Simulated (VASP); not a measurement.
Runs of VASP 6.6.1 on Te. The structure is that of space group P6_3/mmc (No. 194), or close to it. The cells are those of the table. 

```csv
task,cell,cutoff (eV),k mesh for the DOS,occupations for the DOS,gap on the mesh (eV),pressure (GPa)
single point,"a = 3.764, b = 3.764, c = 4.423 Å, angles 90.0, 90.0, 120.0°, 2 atoms",520,-,-,none,4.4
single point,"a = 3.560, b = 3.560, c = 4.515 Å, angles 90.0, 90.0, 120.0°, 2 atoms",520,-,-,none,10.4
single point,"a = 3.318, b = 3.318, c = 4.702 Å, angles 90.0, 90.0, 120.0°, 2 atoms",520,-,-,none,19.6
single point,"a = 3.939, b = 3.939, c = 4.390 Å, angles 90.0, 90.0, 120.0°, 2 atoms",520,-,-,none,(a)
single point,"a = 3.138, b = 3.138, c = 4.704 Å, angles 90.0, 90.0, 120.0°, 2 atoms",520,-,-,none,38.3
single point,"a = 2.832, b = 2.832, c = 4.416 Å, angles 90.0, 90.0, 120.0°, 2 atoms",520,-,-,none,135.4
relaxation of shape and atoms at fixed volume,"relaxed from a = 3.716, b = 3.716, c = 4.142 Å, angles 90.0, 90.0, 120.0°, 2 atoms",600,-,-,none,10.3
single point,"a = 2.992, b = 2.992, c = 4.566 Å, angles 90.0, 90.0, 120.0°, 2 atoms",520,-,-,none,(b)
```

Alike in all rows: level PBEsol; potentials or basis VASP PAW PBE potentials, release 64 (Te); no spin polarisation; k mesh 14 × 14 × 8; smearing fermi-dirac 0.08 eV.

Fill in the values left out.

(a) 0.0; (b) 72.8.

Caveats: the PAW data sets were made with another functional, which shifts forces and pressure a little; spin-orbit coupling is left out, which moves the levels of the heavy elements.

A k mesh can miss the band edges, and the runs leave out spin-orbit coupling on Te.

A gap of «none» marks levels without a gap at the run's occupations.
